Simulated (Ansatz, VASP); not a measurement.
# SnSe2: VASP beside Ansatz

```xyz
3
Lattice="3.7464 0.0000 0.0000 -1.8732 3.2445 0.0000 0.0000 0.0000 6.0320" Properties=species:S:1:pos:R:3 pbc="T T T"
Sn    0.0000    0.0000    0.0000
Se    0.0000    2.1630    1.5020
Se    1.8732    1.0815    4.5300
```

Alike in both runs: task single point; functional PBEsol; k mesh 6 × 6 × 4; no spin polarisation.

```csv
,VASP,Ansatz
version,VASP 6.6.1,Ansatz 0.2.0
potentials or method,"VASP PAW PBE potentials, release 64 (Sn_d, Se), cutoff 500 eV","plane waves, PAW"
occupations,"gaussian, width 0.01 eV",fixed
valence electrons in the cell,26,46
```

```tsv
	VASP	Ansatz	Ansatz less VASP
pressure (GPa)	7.1	6.9	-0.18
traceless stress, the component that is largest in VASP (GPa)	1.02	1.02	-0.001
```

VASP's potentials were made for PBE, not for PBEsol. VASP's potentials hold 26 valence electrons a cell and Ansatz's 46, so a difference there can come from the potentials and not from the codes.
